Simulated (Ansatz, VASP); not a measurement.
## RbBr: VASP beside Ansatz

```
CELL_PARAMETERS angstrom
4.12793 0.00000 0.00000
0.00000 4.12793 0.00000
0.00000 0.00000 4.12793
ATOMIC_POSITIONS crystal
Rb 0.00000 0.00000 0.00000
Br 0.50000 0.50000 0.50000
```

Alike in both runs: task single point; functional HSE06; k mesh 4 × 4 × 4; occupations methfessel-paxton of order 1, width 0.2 eV; no spin polarisation.

```csv
,VASP,Ansatz
version,VASP 6.6.1,Ansatz 0.2.0
potentials or method,"VASP PAW PBE potentials, release 64 (Rb_sv, Br)",plane waves
plane-wave cutoff (eV),520,420
valence electrons in the cell,16,16
```

|  | VASP | Ansatz | Ansatz less VASP |
| --- | --- | --- | --- |
| gap on the k mesh at the Fermi level (eV) | 5.25 | 5.26 | +0.009 |
| pressure (GPa) | 0.4 | 0.4 | +0.02 |

With one functional, cell and mesh, what is left measures potentials, basis and numerics. Ansatz's warnings: stress exchange threshold loose, stress scf threshold loose.
